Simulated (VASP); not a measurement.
Runs of VASP 6.6.1 on RuSe. Symmetry: Pm-3m, No. 221, cubic system. The conventional cell has a = 3.188 Å, b = 3.188 Å, c = 3.188 Å, α = 90.00°, β = 90.00°, γ = 90.00°. Within 3.6 Å of Ru (site symmetry m-3m) lie 8 Se at 2.76 Å and 6 Ru at 3.19 Å. Within 3.6 Å of Se (site symmetry m-3m) lie 8 Ru at 2.76 Å and 6 Se at 3.19 Å. 

```tsv
level	spin	U	k mesh	smearing	gap on the mesh (eV)	pressure (GPa)
PBE+U	off	Ru d U = 6.0 eV	6 × 6 × 6	gaussian 0.05 eV	none	(a)
PBE	off	-	8 × 8 × 8	fermi-dirac 0.05 eV	none	-8.5
PBEsol+U	off	Ru d U = 7.0 eV	6 × 6 × 6	gaussian 0.05 eV	none	-16.0
PBE+U	collinear, ferrimagnetic start	Ru d U = 6.0 eV	6 × 6 × 6	gaussian 0.05 eV	none	17.2
```

Alike in all rows: task single point; potentials or basis VASP PAW PBE potentials, release 64 (Ru_pv, Se); cell as given; cutoff (eV) 520.

Task: Fill in the values left out.

Result: (a) -10.7.

Caveats: U without spin polarisation on a metal has little footing (some runs); the PAW data sets were made with another functional, which shifts forces and pressure a little (some runs).

A k mesh can miss the band edges, and the runs leave out spin-orbit coupling on Ru, Se.

A gap of «none» marks levels without a gap at the run's occupations.
